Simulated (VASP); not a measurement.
Set up this calculation in VASP 6.6.1, as the native input.

```yaml
Task: single point
Functional: PBE
Dispersion: D3(BJ)
Potentials_or_basis: VASP PAW PBE potentials, release 64 (Se)
Cutoff: 520 eV
k_mesh: 9 × 9 × 9
Occupations: gaussian, width 0.02 eV
Spin: no spin polarisation
Dipole_correction: no
Further_INCAR_settings: ALGO = Normal; EDIFF = 1e-06; NBANDS = 27
```

The structure of Se lies in POSCAR:

```
Se
1.0
    5.4346148239      3.1376763315      1.4764693477
   -5.4346148239      3.1376763315      1.4764693477
    0.0000000000     -6.2753526631      1.4764693476
Se
6
Direct
    0.3036874554      0.1690002711      0.9159103009
    0.9159103009      0.3036874554      0.1690002711
    0.1690002711      0.9159103009      0.3036874554
    0.6963125446      0.8309997289      0.0840896991
    0.0840896991      0.6963125446      0.8309997289
    0.8309997289      0.0840896991      0.6963125446
```

One way to write it, as run:

INCAR

```
ALGO = Normal ; EDIFF = 1E-6
ENCUT = 520 ; GGA = PE
ISIF = 2 ; ISMEAR = 0
IVDW = 12 ; LASPH = T
LCHARG = F ; LREAL = F
LWAVE = F ; NBANDS = 27
NELM = 80 ; PREC = Accurate
SIGMA = 0.02
```

KPOINTS

```
k-points
0
Gamma
  9 9 9
```

Potentials or basis: VASP PAW PBE potentials, release 64 (Se).

Run with:

```console
$ cat potpaw_PBE.64/Se/POTCAR > POTCAR
$ mpirun -np 1 vasp_std > vasp.out
```

It gave:

```json
{"Pressure": "0.1 GPa", "Largest force": "0.023 eV/Å", "Band gap on the k mesh": "0.98 eV (least direct gap 1.05 eV)", "Dispersion energy per atom": "-0.344 eV"}
```

Wall time 10 min on 1 thread of Intel Xeon 8259CL (shared host), peak memory 0.53 GiB.
